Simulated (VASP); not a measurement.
## ZrB: single point with PBE

ZrB:

```
CELL_PARAMETERS angstrom
0.00000 2.45632 2.45632
2.45632 0.00000 2.45632
2.45632 2.45632 0.00000
ATOMIC_POSITIONS crystal
Zr 0.50000 0.50000 0.50000
B 0.00000 0.00000 0.00000
```

| Item | Value |
| --- | --- |
| Program | VASP 6.6.1 |
| Task | single point |
| Functional | PBE |
| Potentials or basis | VASP PAW PBE potentials, release 64 (Zr_sv, B) |
| Cutoff | 500 eV |
| k mesh | 8 × 8 × 8 |
| Occupations | methfessel-paxton, width 0.1 eV |
| Spin | no spin polarisation |
| Dipole correction | no |
| Further INCAR settings | ALGO = Normal; EDIFF = 1e-06; NBANDS = 14 |

```yaml
Pressure: -0.6 GPa
```

Levels at points of the mesh, in eV from the Fermi level:
```tsv
k point	band 4	band 5	band 6	band 7	band 8	band 9	band 10	band 11	band 12	band 13
(0.00, 0.00, 0.00)	-25.36	-8.05	1.71	1.71	1.71	3.09	3.09	3.39	3.39	3.39
(0.50, 0.00, 0.00)	-25.42	-4.22	-3.81	-1.17	-1.17	4.75	4.75	6.01	7.44	11.20
(0.50, 0.50, 0.00)	-25.55	-6.11	-0.83	-0.79	2.01	2.01	4.49	5.66	5.66	8.49
```

Wall time 14 s on 1 thread of AMD EPYC 7R43 64-Core Processor (Zen 3) (shared host), peak memory 0.12 GiB.
